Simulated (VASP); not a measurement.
# HC18N in VASP: a series of runs, part 2 of 2

VASP 6.6.1. Earlier steps stand in the parts before.

## 4. Single point, PBE

Contents of INCAR:

```
PREC = Accurate
ENCUT = 520
EDIFF = 1E-7
ISMEAR = 0
SIGMA = 0.05
LREAL = Auto
LASPH = T
NELM = 60
ALGO = Normal
ISIF = 2
LWAVE = F
LCHARG = F
GGA = PE
NBANDS = 55
```

Contents of KPOINTS:

```
Automatic mesh
0
Gamma
  2 2 1
```

Contents of POSCAR:

```
HC18N
1.0
    7.3980000000      0.0000000000      0.0000000000
   -3.6990000000      6.4068560000      0.0000000000
    0.0000000000      0.0000000000     12.0000000000
C N H
18 1 1
Direct
   -0.0112189563     -0.0101435088      0.0827161667
    0.2089918997      0.1039759595      0.0824460833
   -0.0091061102      0.3221600423      0.0821065833
    0.2113135793      0.4327198863      0.0786998333
   -0.0100105693      0.6534011378      0.0808680000
    0.2104243982      0.7608928623      0.0840689167
    0.3160691442     -0.0124683620      0.1076940833
    0.5455916986      0.1004221103      0.1015409167
    0.3217438782      0.3213109519      0.0793382500
    0.5484592221      0.4338316641      0.0804208333
    0.3219535643      0.6557643874      0.0811446667
    0.5483608354      0.7687600595      0.0836182500
    0.6566437604     -0.0134621412      0.0897057500
    0.8786830498      0.0995399303      0.0844883333
    0.6574657088      0.3246648590      0.0856861667
    0.8794264682      0.4331267942      0.0815373333
    0.6590948145      0.6564978205      0.0806058333
    0.8796781240      0.7664108574      0.0827422500
    0.3667346563      0.0263725297      0.2278512500
    0.3982320502      0.1764389585      0.2435533333
```

Launch:

```console
$ cat potpaw_PBE.64/C/POTCAR potpaw_PBE.64/N/POTCAR potpaw_PBE.64/H/POTCAR > POTCAR
$ mpirun -np 1 vasp_std > vasp.out
```

Run time: 3.2 min. Hardware: 1 thread of Intel Xeon 6975P-C (Granite Rapids), shared host; peak memory 0.59 GiB.

The run converged. Its results:

```yaml
Free_energy: -174.2709 eV
Largest_force: 2.247 eV/Å
Band_gap_on_the_k_mesh: 0.24 eV, direct
```

Forces in eV/Å, atoms in the order of the input:
```
C   -0.095  0.084 -0.215
C   -0.204  0.086 -0.745
C   -0.064  0.000 -0.016
C   -0.119 -0.012 -0.028
C   -0.138 -0.048 -0.066
C   -0.070  0.016  0.002
C   -0.450 -0.042 -0.042
C   -0.211 -0.067  0.766
C   -0.151 -0.080 -0.137
C    0.025  0.000  0.002
C   -0.125  0.058  0.062
C   -0.052  0.051  0.023
C   -0.093 -0.076  0.182
C   -0.101  0.000 -0.029
C   -0.149  0.098  0.137
C   -0.121  0.009  0.018
C   -0.016  0.006 -0.012
C   -0.048 -0.035 -0.046
N    2.245  0.049  0.087
H   -0.062 -0.096  0.058
```

Levels at points of the mesh, in eV from the valence-band top:
```
           k point  band 35  band 36  band 37  band 38  band 39  band 40  band 41  band 42  band 43  band 44
(0.00, 0.00, 0.00)    -3.07    -2.71    -1.87    -0.95     0.00     0.24     1.06     2.55     3.50     4.58
(0.50, 0.00, 0.00)    -2.68    -2.59    -2.40    -2.09    -0.44     0.30     2.19     2.60     2.86     3.05
(0.00, 0.50, 0.00)    -2.79    -2.56    -2.31    -2.03    -0.82     0.78     2.09     2.60     2.64     3.18
(0.50, 0.50, 0.00)    -2.69    -2.55    -2.36    -1.98    -0.86     0.82     2.10     2.60     2.64     3.16
```

Caveat: the k points lie up to 0.49 Å⁻¹ apart.

## 5. Single point, PBE

Edit INCAR of step 4 so:

```diff
@@ -2,3 +2,3 @@
 ENCUT = 520
-EDIFF = 1E-7
+EDIFF = 1E-6
 ISMEAR = 0
```

Contents of KPOINTS:

```
regular mesh
0
Gamma
  2 2 1
```

Contents of POSCAR:

```
HC18N
1.0
    7.3980000000      0.0000000000      0.0000000000
   -3.6990000000      6.4068560000      0.0000000000
    0.0000000000      0.0000000000     12.0000000000
C N H
18 1 1
Direct
   -0.0105581366     -0.0094498768      0.1081900833
    0.2190302956      0.0992592935      0.1023455000
   -0.0144895889      0.3201876240      0.0801126667
    0.2114613722      0.4316753802      0.0803815000
   -0.0145327078      0.6556172013      0.0820201667
    0.2124921886      0.7661817278      0.0802425833
    0.3258597424     -0.0171904909      0.0793098333
    0.5453404475      0.0977852476      0.0795978333
    0.3231277143      0.3258796514      0.0827485833
    0.5445010787      0.4350124304      0.0799121667
    0.3226412677      0.6549262228      0.0797280000
    0.5431062758      0.7660051982      0.0819182500
    0.6555254371     -0.0114984635      0.0823785000
    0.8776755843      0.1030394627      0.0876871667
    0.6543231791      0.3220326787      0.0806559167
    0.8745439356      0.4326718128      0.0785079167
    0.6551582102      0.6554021192      0.0815251667
    0.8764145309      0.7639993782      0.0882566667
    0.1506706426      0.0356767812      0.2202797500
    0.2373508013      0.1730035762      0.2650345000
```

Launch:

```console
$ cat potpaw_PBE.64/C/POTCAR potpaw_PBE.64/N/POTCAR potpaw_PBE.64/H/POTCAR > POTCAR
$ mpirun -np 1 vasp_std > vasp.out
```

It took 4.5 min on 1 thread of Oxide Virtual Turin-like, shared host; peak memory 0.56 GiB.

It converged, with:

```
Free energy            : -174.1053 eV
Largest force          : 1.339 eV/Å
Band gap on the k mesh : 0.25 eV, direct
```

Forces in eV/Å, atoms in the order of the input:
```
C    0.147  0.025  0.626
C    0.327  0.025 -0.053
C    0.099 -0.017  0.171
C    0.104  0.005  0.077
C    0.049  0.006 -0.023
C    0.120  0.056 -0.198
C    0.164 -0.021 -0.727
C    0.112 -0.018 -0.275
C    0.086 -0.009 -0.014
C    0.129  0.027 -0.071
C    0.106  0.022 -0.099
C    0.083  0.023 -0.005
C    0.134  0.009  0.046
C    0.118  0.030  0.362
C    0.086  0.030 -0.139
C    0.057  0.009 -0.003
C    0.116  0.008  0.124
C    0.125 -0.058  0.214
N   -0.829 -0.077  0.076
H   -1.334 -0.074 -0.089
```

Levels at points of the mesh, in eV from the valence-band top:
```tsv
k point	band 35	band 36	band 37	band 38	band 39	band 40	band 41	band 42	band 43	band 44
(0.00, 0.00, 0.00)	-3.02	-2.75	-1.89	-1.13	0.00	0.25	1.16	2.76	3.37	4.42
(0.50, 0.00, 0.00)	-2.71	-2.60	-2.42	-1.89	-0.60	0.40	2.19	2.59	2.90	3.23
(0.00, 0.50, 0.00)	-2.84	-2.54	-2.36	-1.86	-1.04	1.02	2.08	2.59	2.63	3.36
(0.50, 0.50, 0.00)	-2.89	-2.55	-2.34	-1.99	-1.03	1.05	2.13	2.58	2.65	3.30
```

Caveat: the k points lie up to 0.49 Å⁻¹ apart.

## 6. Single point, PBE

Contents of INCAR:

```
SYSTEM = HC18N
PREC = Accurate ; ENCUT = 520
EDIFF = 1E-6 ; ISMEAR = 0
SIGMA = 0.05 ; LREAL = Auto
LASPH = .True. ; NELM = 100
ALGO = Normal ; ISIF = 2
LWAVE = .False. ; LCHARG = .True.
GGA = PE ; LELF = .True.
LVHAR = .True. ; NBANDS = 55
```

Contents of KPOINTS:

```
regular mesh
0
Gamma
  2 2 1
  0 0 0
```

Contents of POSCAR:

```
HC18N
1.0
    7.3980000000      0.0000000000      0.0000000000
   -3.6990000000      6.4068560000      0.0000000000
    0.0000000000      0.0000000000     12.0000000000
C N H
18 1 1
Direct
   -0.0175879839     -0.0166179792      0.0739940000
    0.2035383315      0.1021780418      0.1036709167
   -0.0088105687      0.3211317688      0.0747791667
    0.2145610659      0.4350745514      0.0761329167
   -0.0057980623      0.6545152568      0.0834150833
    0.2105821530      0.7621410564      0.0944567500
    0.3230764390     -0.0116935670      0.1215500000
    0.5490742869      0.1018541700      0.0960815833
    0.3276026284      0.3270427804      0.0819290000
    0.5450688008      0.4318534707      0.0824498333
    0.3240394527      0.6548712816      0.0828774167
    0.5472482982      0.7651721843      0.0800145000
    0.6562407832     -0.0118301395      0.0804663333
    0.8758973513      0.0973402555      0.0714785000
    0.6580347597      0.3184928770      0.0856547500
    0.8815893852      0.4309873673      0.0778081667
    0.6571586761      0.6547361139      0.0762624167
    0.8795757113      0.7667778080      0.0773936667
    0.2232229154      0.0398864903      0.2182090833
    0.3119946489      0.1763031665      0.2622085833
```

Potentials or basis: VASP PAW PBE potentials, release 64 (C, N, H).

Launch:

```console
$ cat potpaw_PBE.64/C/POTCAR potpaw_PBE.64/N/POTCAR potpaw_PBE.64/H/POTCAR > POTCAR
$ mpirun -np 1 vasp_std > vasp.out
```

OUTCAR:

```text
SYSTEM = HC18N
   PREC = Accurate
   ENCUT = 520
   EDIFF = 1E-6
   ISMEAR = 0
   LREAL = Auto
   LASPH = .True.
   NELM = 100
   ISIF = 2
   GGA = PE

 ion  position               nearest neighbor table
   1  0.982  0.983  0.074-  18 1.39  14 1.41   2 1.46
   2  0.204  0.102  0.104-   1 1.46   9 1.47  19 1.48   7 1.51
   3  0.991  0.321  0.075-  16 1.41   4 1.43  14 1.43
   4  0.215  0.435  0.076-  11 1.41   9 1.42   3 1.43
   5  0.994  0.655  0.083-   6 1.39  16 1.43  18 1.46
   6  0.211  0.762  0.094-   5 1.39  11 1.42   7 1.49
   7  0.323  0.988  0.122-   8 1.48   6 1.49   2 1.51  19 1.52
   8  0.549  0.102  0.096-  15 1.39  13 1.43   7 1.48
   9  0.328  0.327  0.082-  10 1.39   4 1.42   2 1.47
  10  0.545  0.432  0.082-   9 1.39  17 1.43  15 1.45
  11  0.324  0.655  0.083-   4 1.41   6 1.42  12 1.43
  12  0.547  0.765  0.080-  17 1.41  13 1.43  11 1.43
  13  0.656  0.988  0.080-  14 1.41   8 1.43  12 1.43
  14  0.876  0.097  0.071-  13 1.41   1 1.41   3 1.43
  15  0.658  0.318  0.086-   8 1.39  16 1.44  10 1.45
  16  0.882  0.431  0.078-   3 1.41   5 1.43  15 1.44
  17  0.657  0.655  0.076-  12 1.41  18 1.43  10 1.43
  18  0.880  0.767  0.077-   1 1.39  17 1.43   5 1.46
  19  0.223  0.040  0.218-  20 1.03   2 1.48   7 1.52
  20  0.312  0.176  0.262-  19 1.03

  LATTYP: Found a hexagonal cell.
 ALAT       =     7.3980000000
 C/A-ratio  =     1.6220600162

  Lattice vectors:

 A1 = (   7.3980000000,   0.0000000000,   0.0000000000)
 A2 = (  -3.6990000000,   6.4068560000,   0.0000000000)
 A3 = (   0.0000000000,   0.0000000000,  12.0000000000)

Analysis of symmetry for initial positions (statically):
=====================================================================
 Subroutine PRICEL returns:
 Original cell was already a primitive cell.

 Routine SETGRP: Setting up the symmetry group for a
 hexagonal supercell.

 Subroutine GETGRP returns: Found  1 space group operations
 (whereof  1 operations were pure point group operations)
 out of a pool of 24 trial point group operations.

The static configuration has the point symmetry C_1 .

Analysis of symmetry for dynamics (positions and initial velocities):
=====================================================================
 Subroutine PRICEL returns:
 Original cell was already a primitive cell.

 Routine SETGRP: Setting up the symmetry group for a
 hexagonal supercell.

 Subroutine GETGRP returns: Found  1 space group operations
 (whereof  1 operations were pure point group operations)
 out of a pool of 24 trial point group operations.

The dynamic configuration has the point symmetry C_1 .

 Subroutine INISYM returns: Found  1 space group operations
 (whereof  1 operations are pure point group operations),
 and found     1 'primitive' translations

----------------------------------------------------------------------------------------

                                     Primitive cell

  volume of cell :     568.7750

  direct lattice vectors                    reciprocal lattice vectors
     7.398000000  0.000000000  0.000000000     0.135171668  0.078041398  0.000000000
    -3.699000000  6.406856000  0.000000000     0.000000000  0.156082796  0.000000000
     0.000000000  0.000000000 12.000000000     0.000000000  0.000000000  0.083333333

  length of vectors
[... 76 lines left out ...]
  0.500000  0.000000  0.000000      1.000000
  0.000000  0.500000  0.000000      1.000000
  0.500000  0.500000  0.000000      1.000000
   k-points           NKPTS =      4   k-points in BZ     NKDIM =      4   number of bands    NBANDS=     55
   number of dos      NEDOS =    301   number of ions     NIONS =     20
   total plane-waves  NPLWV = 282240
   dimension x,y,z NGX =    56 NGY =   56 NGZ =   90
   dimension x,y,z NGXF=   112 NGYF=  112 NGZF=  180
   ions per type =              18   1   1
   NGX,Y,Z   is equivalent  to a cutoff of  12.58, 12.58, 12.47 a.u.
   NGXF,Y,Z  is equivalent  to a cutoff of  25.17, 25.17, 24.94 a.u.
 SYSTEM =  HC18N
   PREC   = accura    normal or accurate (medium, high low for compatibility)
   ISTART =      0    job   : 0-new  1-cont  2-samecut
   ICHARG =      2    charge: 1-file 2-atom 10-const
   ISPIN  =      1    spin polarized calculation?
   LNONCOLLINEAR =      F non collinear calculations
   LSORBIT =      F    spin-orbit coupling
   LASPH  =      T    aspherical Exc in radial PAW
   ENCUT  =  520.0 eV  38.22 Ry    6.18 a.u.  13.76 13.76 22.31*2*pi/ulx,y,z
   NELM   =    100;   NELMIN=  2; NELMDL= -5     # of ELM steps
   EDIFF  = 0.1E-05   stopping-criterion for ELM
   LREAL  =      T    real-space projection
   EDIFFG = 0.1E-04   stopping-criterion for IOM
   NSW    =      0    number of steps for IOM
   IBRION =     -1    ionic relax: 0-MD 1-quasi-New 2-CG
   NFREE  =      0    steps in history (QN), initial steepest desc. (CG)
   ISIF   =      2    stress and relaxation
   ISYM   =      2    0-nonsym 1-usesym 2-fastsym
   POTIM  = 0.5000    time-step for ionic-motion
   TEBEG  =    0.0;   TEEND  =   0.0 temperature during run
   PSTRESS=    0.0 pullay stress
   NELECT =      78.0000    total number of electrons
   NUPDOWN=      -1.0000    fix difference up-down
   EMIN   =  10.00;   EMAX   =-10.00  energy-range for DOS
   EFERMI =   0.00;   METHOD = LEGACY
   ISMEAR =     0;   SIGMA  =   0.05  broadening in eV -4-tet -1-fermi 0-gaus
   EFERMI_NEDOS =   21; number of points for ismear=-14 and -15
   IALGO  =     38    algorithm
   IMIX   =      4    mixing-type and parameters
     AMIX     =   0.40;   BMIX     =  1.00
     AMIX_MAG =   1.60;   BMIX_MAG =  1.00
  volume/ion in A,a.u.               =      28.44       191.91
  Fermi-wavevector in a.u.,A,eV,Ry     =   0.844228  1.595359  9.697146  0.712720
  Thomas-Fermi vector in A             =   1.959222
   LORBIT       =      0    0 simple, 1 ext, 2 COOP (PROOUT), +10 PAW based schemes
   GGA     = PE    functional components
   LHFCALC =     F    Hartree Fock is set to
   AEXX    =    0.0000 exact exchange contribution
   IVDW    =     0    specifies the selected vdW correction
   LEPSILON=     F    determine dielectric tensor
   LRPA    =     F    only Hartree local field effects (RPA)
 non-spin polarized calculation
 Gauss-broadening in eV      SIGMA  =   0.05
  energy-cutoff  :      520.00
  volume of cell :      568.78
 maximum number of plane-waves:     15363
 NGX is ok and might be reduce to    56
   NGX = 27   NGY = 27   NGZ = 45

 number of electron      77.9999999 magnetization

 Free energy of the ion-electron system (eV)
  ---------------------------------------------------
  ext. energy  EPLUGINS =         0.00000000
  ---------------------------------------------------
  free energy    TOTEN  =      -174.78749211 eV

  energy without entropy =     -174.78747533  energy(sigma->0) =     -174.78748372

 E-fermi :  -1.5509     XC(G=0):  -3.8392

 val. band max:       -1.6806437744   @ k =   0.0000   0.0000   0.0000
 cond. band min:      -1.4211386341   @ k =   0.0000   0.0000   0.0000
 fundamental gap:      0.2595051403
 Fermi energy:        -1.5508912109

 k-point     1 :       0.0000    0.0000    0.0000
  band No.  band energies     occupation
      1     -22.5195      2.00000
      2     -20.5606      2.00000
      3     -18.6596      2.00000
      4     -18.6236      2.00000
      5     -18.5641      2.00000
      6     -18.5031      2.00000
[... 205 lines left out ...]
     50       4.2008      0.00000
     51       4.4471      0.00000
 [bands above 51 left out]

------------------------ aborting loop because EDIFF is reached ----------------------------------------

  FORCE on cell =-STRESS in cart. coord.  units (eV):
  Direction    XX          YY          ZZ          XY          YZ          ZX
  --------------------------------------------------------------------------------------
  -------------------------------------------------------------------------------------
  Total        3.9492365      2.5698720     -0.1780631     -0.3632524     -0.6800246      2.9506152
  in kB       11.1245689      7.2390494     -0.5015842     -1.0232425     -1.9155551      8.3115615
  external PRESSURE =       5.9540114 kB  Pullay stress =       0.0000000 kB

 VOLUME and BASIS-vectors are now :
 -----------------------------------------------------------------------------
  energy-cutoff  :      520.00
  volume of cell :      568.78
      direct lattice vectors                 reciprocal lattice vectors
     7.398000000  0.000000000  0.000000000     0.135171668  0.078041398  0.000000000
    -3.699000000  6.406856000  0.000000000     0.000000000  0.156082796  0.000000000
     0.000000000  0.000000000 12.000000000     0.000000000  0.000000000  0.083333333

 POSITION                                       TOTAL-FORCE (eV/Angst)
 -----------------------------------------------------------------------------------
      3.63035      6.30039      0.88793        -0.092519      0.004895     -0.179805
      1.12782      0.65464      1.24405        -0.115320     -0.005929     -0.116913
      6.14495      2.05744      0.89735        -0.087846      0.032433      0.033004
     -0.02202      2.78746      0.91360        -0.111206     -0.020664     -0.053777
      4.93405      4.19339      1.00098        -0.132545      0.071718      0.039764
     -1.26127      4.88293      1.13348        -0.056695     -0.001137      0.015788
[... 12 lines left out ...]
      1.50386      0.25555      2.61851         0.680071     -0.028501      0.261119
      1.65599      1.12955      3.14650         0.808487     -0.271588     -0.199537
 -----------------------------------------------------------------------------------
    total drift:                               -0.007797      0.027944     -0.005842

  FREE ENERGIE OF THE ION-ELECTRON SYSTEM (eV)
  ---------------------------------------------------
  free  energy   TOTEN  =      -174.7874921080 eV

  energy  without entropy=     -174.7874753315  energy(sigma->0) =     -174.78748372
```

Run time: 4.9 min. Hardware: 1 thread of Oxide Virtual Turin-like, shared host; peak memory 0.56 GiB.

Results:

| Item | Value |
| --- | --- |
| Free energy | -174.7875 eV |
| Largest force | 0.876 eV/Å |
| Band gap on the k mesh | 0.26 eV, direct |

Forces in eV/Å, atoms in the order of the input:
```
C   -0.093  0.005 -0.180
C   -0.115 -0.006 -0.117
C   -0.088  0.032  0.033
C   -0.111 -0.021 -0.054
C   -0.133  0.072  0.040
C   -0.057 -0.001  0.016
C    0.161 -0.086 -0.041
C    0.001  0.061  0.032
C   -0.124 -0.070 -0.071
C   -0.118  0.000 -0.018
C   -0.084  0.003 -0.008
C   -0.138  0.043  0.078
C   -0.053  0.024  0.126
C   -0.082  0.048  0.011
C   -0.097  0.095 -0.005
C   -0.102  0.045  0.032
C   -0.140  0.044  0.091
C   -0.114  0.011 -0.026
N    0.680 -0.029  0.261
H    0.808 -0.272 -0.200
```

Caveat: the k points lie up to 0.49 Å⁻¹ apart.

## 7. Single point, PBE

Contents of INCAR:

```
PREC = Accurate
ENCUT = 520
EDIFF = 1E-7
ISMEAR = 0
SIGMA = 0.05
LREAL = Auto
LASPH = T
NELM = 100
ALGO = Normal
ISIF = 2
LWAVE = F
LCHARG = T
GGA = PE
LELF = T
LVHAR = T
NBANDS = 55
```

Contents of KPOINTS:

```
regular mesh
0
Gamma
  2 2 1
```

Contents of POSCAR:

```
HC18N
1.0
    7.3980000000      0.0000000000      0.0000000000
   -3.6990000000      6.4068560000      0.0000000000
    0.0000000000      0.0000000000     12.0000000000
C N H
18 1 1
Direct
   -0.0087626955     -0.0089087378      0.0830945000
    0.2120608149      0.1023976503      0.0879956667
   -0.0082585174      0.3257124867      0.0805647500
    0.2135410280      0.4360547513      0.0797252500
   -0.0071246501      0.6592721922      0.0799454167
    0.2107660029      0.7651227061      0.0848092500
    0.3275174436     -0.0082035557      0.1118280833
    0.5528181863      0.1061903061      0.0861685833
    0.3249153355      0.3255473512      0.0811072500
    0.5462013299      0.4365570258      0.0801396667
    0.3238625548      0.6574436822      0.0819993333
    0.5465440649      0.7696288164      0.0837514167
    0.6604540431     -0.0062916975      0.0839438333
    0.8810221795      0.1037126478      0.0819455833
    0.6601620705      0.3255752900      0.0801903333
    0.8809332909      0.4362231647      0.0787033333
    0.6574977548      0.6589817221      0.0809966667
    0.8798018964      0.7701260962      0.0809316667
    0.3165647583     -0.0024152252      0.2366286667
    0.3524586343      0.1474901262      0.2563632500
```

Launch:

```console
$ cat potpaw_PBE.64/C/POTCAR potpaw_PBE.64/N/POTCAR potpaw_PBE.64/H/POTCAR > POTCAR
$ mpirun -np 1 vasp_std > vasp.out
```

It took 5.8 min on 1 thread of Oxide Virtual Turin-like, shared host; peak memory 0.56 GiB.

Results (log left out):

| Property | Result |
| --- | --- |
| Free energy | -173.8985 eV |
| Largest force | 0.584 eV/Å |
| Band gap on the k mesh | 0.02 eV, indirect (least direct gap 0.17 eV) |

Forces on the atoms (eV/Å):
```
C   -0.022 -0.013  0.022
C   -0.008 -0.004  0.190
C    0.024 -0.030 -0.015
C    0.012  0.013  0.034
C    0.051 -0.031 -0.011
C    0.033  0.015 -0.016
C    0.026 -0.016 -0.035
C    0.009 -0.024 -0.144
C    0.052  0.057  0.108
C    0.013 -0.023  0.015
C    0.046 -0.002 -0.057
C    0.016 -0.024 -0.075
C   -0.004  0.000 -0.118
C   -0.018  0.000 -0.068
C    0.037 -0.034 -0.018
C    0.037 -0.041 -0.047
C    0.035 -0.008 -0.013
C    0.040 -0.004 -0.003
N   -0.583  0.033  0.021
H    0.205  0.136  0.230
```

Levels at points of the mesh, in eV from the valence-band top:
```
           k point  band 37  band 38  band 39  band 40  band 41  band 42
(0.00, 0.00, 0.00)    -1.43    -0.60     0.00     0.17     0.59     2.24
(0.50, 0.00, 0.00)    -2.39    -1.83    -0.36     0.21     2.07     2.52
(0.00, 0.50, 0.00)    -2.40    -1.81    -0.22     0.12     2.04     2.53
(0.50, 0.50, 0.00)    -2.46    -1.73    -0.20     0.02     2.09     2.54
```

Caveat: the k points lie up to 0.49 Å⁻¹ apart.
